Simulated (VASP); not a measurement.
Write the native input for VASP 6.6.1 that does the following.

- Task: single point
- Functional: PBE
- Potentials or basis: VASP PAW PBE potentials, release 64 (Mn_pv, O)
- Cutoff: 520 eV
- k mesh: 14 × 14 × 14
- Occupations: gaussian, width 0.05 eV
- Spin: collinear spin, antiferromagnetic start
- Starting moments: [4.47, -4.47, 0.0, 0.0] μB
- Dipole correction: no
- Further INCAR settings: ALGO = Normal; EDIFF = 1e-06; NBANDS = 31

The structure of MnO lies in POSCAR:

```
MnO
1.0
    0.0000000000      2.2744304134      2.2744304134
    2.2744304134      0.0000000000      2.2744304134
    4.4343998703      2.1599694569     -2.1599694569
Mn O
2 2
Direct
    0.0000000000      0.0000000000      0.0000000000
    0.5000000000      0.0000000000      0.5000000000
    0.7499998810      0.5000002380      0.2499996429
    1.2500001190      0.4999997620      0.7500003571
```

These files were run (other wordings do the same):

INCAR

```
SYSTEM = MnO
  PREC = Accurate
  ENCUT = 520
  EDIFF = 1E-6
  ISMEAR = 0
  SIGMA = 0.05
  LREAL = .False.
  LASPH = .True.
  NELM = 150
  ALGO = Normal
  ISIF = 2
  LWAVE = .False.
  LCHARG = .True.
  ISPIN = 2
  MAGMOM = 4.47 -4.47 0 0
  LORBIT = 11
  LMAXMIX = 4
  GGA = PE
  LELF = .True.
  LVHAR = .True.
  NBANDS = 31
```

KPOINTS

```
Automatic mesh
0
Gamma
  14 14 14
  0 0 0
```

Potentials or basis: VASP PAW PBE potentials, release 64 (Mn_pv, O).

Run with:

```sh
$ cat potpaw_PBE.64/Mn_pv/POTCAR potpaw_PBE.64/O/POTCAR > POTCAR
$ mpirun -np 1 vasp_std > vasp.out
```

It gave:

```
Pressure                                              : -5.2 GPa
Band gap on the k mesh                                : 0.78 eV
Net moment                                            : 0.00 μB per cell
Site moments                                          : Mn +4.35, -4.35; O +0.00 μB
Valence electrons inside the program's atomic spheres : Mn 11.32; O 4.96
```

Caveat: the cell stands under tension.

Wall time 15 min on 1 thread of Oxide Virtual Turin-like Processor (shared host), peak memory 0.56 GiB.
